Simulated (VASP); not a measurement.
## HfO2: single point with r2SCAN

The system is HfO2.

```
Hf O
1.0
     4.59981    0.00000    0.00000
     0.00000    4.59981    0.00000
     0.00000    0.00000    3.13526
Hf O
2 4
Direct
  0.00000 0.00000 0.00000
  0.50000 0.50000 0.50000
  0.19544 0.80456 0.50000
  0.30456 0.30456 0.00000
  0.69544 0.69544 0.00000
  0.80456 0.19544 0.50000
```

```
Program             : VASP 6.6.1
Task                : single point
Functional          : r2SCAN
Potentials or basis : VASP PAW PBE potentials, release 64 (Hf_pv, O)
Cutoff              : 520 eV
k mesh              : 6 × 6 × 8
Occupations         : gaussian, width 0.02 eV
Spin                : no spin polarisation
```

```yaml
Pressure: 33.8 GPa
Largest_force: 0.048 eV/Å
Band_gap_on_the_k_mesh: 4.99 eV
```

Forces in eV/Å, atoms in the order of the input:
```
Hf   0.000  0.000  0.000
Hf   0.000  0.000  0.000
O   -0.034  0.034  0.000
O    0.034  0.034  0.000
O   -0.034 -0.034  0.000
O    0.034 -0.034  0.000
```

Stress tensor (GPa, compression positive):
```
34.15  0.00  0.00
 0.00 34.15  0.00
 0.00  0.00 33.25
```

Levels at points of the mesh, in eV from the valence-band top:
| k point | band 19 | band 20 | band 21 | band 22 | band 23 | band 24 | band 25 | band 26 |
| --- | --- | --- | --- | --- | --- | --- | --- | --- |
| (0.00, 0.00, 0.00) | -0.77 | -0.41 | -0.41 | 0.00 | 4.99 | 4.99 | 6.36 | 6.71 |
| (0.50, 0.00, 0.00) | -1.63 | -1.63 | -0.76 | -0.76 | 5.73 | 5.73 | 7.56 | 7.56 |
| (0.50, 0.50, 0.00) | -1.19 | -1.19 | -0.67 | -0.67 | 5.23 | 5.23 | 6.80 | 6.80 |
| (0.00, 0.00, 0.50) | -1.92 | -1.92 | -0.92 | -0.92 | 6.90 | 6.90 | 7.10 | 7.10 |
| (0.50, 0.00, 0.50) | -1.80 | -1.80 | -1.04 | -1.04 | 5.13 | 5.13 | 7.47 | 7.47 |
| (0.50, 0.50, 0.50) | -1.31 | -1.31 | -0.47 | -0.47 | 6.23 | 6.23 | 7.22 | 7.22 |

It took 11 min on 1 thread of Intel Xeon 8259CL, on a shared host, peak memory 0.2 GiB.

Caveat: the cell stands under pressure; the PAW data sets were made with another functional, which shifts forces and pressure a little; spin-orbit coupling is left out, which moves the levels of the heavy elements. A k mesh can miss the band edges.
